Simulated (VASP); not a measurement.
Wanted: the native input for a VASP 6.6.1 run.

* Task: single point
* Functional: PBE
* Potentials or basis: VASP PAW PBE potentials, release 64 (Au, Br)
* Cutoff: 520 eV
* k mesh: 3 × 3 × 4
* Occupations: gaussian, width 0.1 eV
* Spin: no spin polarisation
* Dipole correction: no
* Further INCAR settings: ALGO = Normal; EDIFF = 1e-07; NBANDS = 50

The structure of Au3Br lies in POSCAR:

```
Au3Br
1.0
    6.2808752552      0.0000000000      0.0000000000
   -3.1404376276      5.4393975290      0.0000000000
    0.0000000000      0.0000000000      5.0413714831
Au Br
6 2
Direct
    0.8330000000      0.6660000000      0.2500000000
    0.1670000000      0.8330000000      0.7500000000
    0.3340000000      0.1670000000      0.2500000000
    0.1670000000      0.3340000000      0.7500000000
    0.8330000000      0.1670000000      0.2500000000
    0.6660000000      0.8330000000      0.7500000000
    0.3333333333      0.6666666667      0.2500000000
    0.6666666667      0.3333333333      0.7500000000
```

The input as run:

INCAR

```
  ALGO = Normal
  EDIFF = 1E-7
  ENCUT = 520
  GGA = PE
  ISIF = 2
  ISMEAR = 0
  LASPH = T
  LCHARG = F
  LREAL = F
  LWAVE = F
  NBANDS = 50
  NELM = 80
  PREC = Accurate
  SIGMA = 0.1
```

KPOINTS

```
k-points
0
Gamma
  3 3 4
```

Potentials or basis: VASP PAW PBE potentials, release 64 (Au, Br).

Command:

```sh
$ cat potpaw_PBE.64/Au/POTCAR potpaw_PBE.64/Br/POTCAR > POTCAR
$ mpirun -np 1 vasp_std > vasp.out
```

It gave:

```yaml
Pressure: -5.3 GPa
Largest_force: 0.603 eV/Å
Band_gap_on_the_k_mesh: zero (bands 40 and 41 overlap by 1.42 eV)
```

Caveat: the k points lie up to 0.39 Å⁻¹ apart, too coarse for converged energies and pressures of a metal; spin-orbit coupling is left out, which moves the levels of the heavy elements.

Wall time 77 s on 1 thread of Intel(R) Xeon(R) Platinum 8259CL CPU @ 2.50GHz (Skylake/Cascade Lake), on a shared host, peak memory 0.32 GiB.
